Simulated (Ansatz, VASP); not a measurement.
Two plane-wave programs on AlNi

The input INCAR:

```
SYSTEM = AlNi
PREC = Accurate ; ENCUT = 520
EDIFF = 1E-6 ; ISMEAR = 0
SIGMA = 0.15 ; LREAL = .False.
LASPH = .True. ; NELM = 80
ALGO = Fast ; ISIF = 2
LWAVE = .False. ; LCHARG = .False.
GGA = PS ; NBANDS = 14
```

The input KPOINTS:

```
Automatic mesh
0
Gamma
  20 20 20
  0 0 0
```

File POSCAR:

```
AlNi
1.0
    3.1841591762      0.0000000000      0.0000000000
    0.0000000000      3.1841591762      0.0000000000
    0.0000000000      0.0000000000      2.8621655516
Al Ni
1 1
Direct
    0.0000000000      0.0000000000      0.0000000000
    0.5000000000      0.5000000000      0.5000000000
```

Input for Ansatz:

```yaml
crystal:
  lattice:
    - [3.1841591762, 0.0, 0.0]
    - [0.0, 3.1841591762, 0.0]
    - [0.0, 0.0, 2.8621655516]
  atoms:
    - { symbol: Al, position: [0.0, 0.0, 0.0] }
    - { symbol: Ni, position: [0.5, 0.5, 0.5] }
basis:
  ecutwfc: 420
kpoints:
  mp_grid: { grid: [20, 20, 20] }
hamiltonian:
  xc: pbesol
scf:
  occupations: { method: gaussian, width: 0.15 }
output:
  forces: true
  stress: true
  eigenvalues: true
```

Change from the starting cell: strain +0.1125 x Voigt [1, 1, 0, 0, 0, 0], atoms carried along.

Alike in both runs: task single point; functional PBEsol; k mesh 20 × 20 × 20; occupations gaussian, width 0.15 eV; no spin polarisation.

```csv
,VASP,Ansatz
version,VASP 6.6.1,Ansatz 0.2.0
potentials or method,"VASP PAW PBE potentials, release 64 (Al, Ni), cutoff 520 eV","scalar-relativistic, plane waves, PAW"
valence electrons in the cell,13,21
```

|  | VASP | Ansatz | Ansatz less VASP |
| --- | --- | --- | --- |
| gap on the k mesh at the Fermi level (eV) | none | none | - |
| pressure (GPa) | -22.8 | -22.6 | +0.12 |
| traceless stress, the component that is largest in VASP (GPa) | 3.90 | 3.80 | -0.100 |

VASP's potentials were made for PBE, not for PBEsol. A gap of «none» marks a metal or a gap that the smearing closes. VASP's potentials hold 13 valence electrons a cell and Ansatz's 21, so a difference there can come from the potentials and not from the codes.
